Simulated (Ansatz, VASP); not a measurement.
## MoS2 in VASP and in Ansatz

```
Mo S
1.0
     3.18487    0.00000    0.00000
    -1.59243    2.75818    0.00000
     0.00000    0.00000   14.70907
Mo S
2 4
Direct
  0.66667 0.33333 0.25008
  0.33333 0.66667 0.74992
  0.33333 0.66667 0.35631
  0.66667 0.33333 0.85616
  0.33333 0.66667 0.14384
  0.66667 0.33333 0.64369
```

Alike in both runs: functional PBE; k mesh 12 × 12 × 4; occupations gaussian, width 0.02 eV; no spin polarisation.

Ansatz relaxed the structure, and its values are those at the end. VASP's run is a single point on that final structure, the one shown.

|  | VASP | Ansatz |
| --- | --- | --- |
| version | VASP 6.6.1 | Ansatz 0.2.0 |
| potentials or method | VASP PAW PBE potentials, release 64 (Mo_sv, S), cutoff 520 eV | scalar-relativistic, plane waves, PAW |
| valence electrons in the cell | 52 | 52 |

VASP gave:

```
gap on the k mesh at the Fermi level (eV) : 1.45
least direct gap on the mesh (eV)         : 1.67
pressure (GPa)                            : -0.1
rms of the force components (eV/Å)        : 0.005
```

**Question.** Which values does Ansatz return?

**Answer.** gap on the k mesh at the Fermi level (eV): 1.44; least direct gap on the mesh (eV): 1.66; pressure (GPa): 0.0; rms of the force components (eV/Å): 0.000.
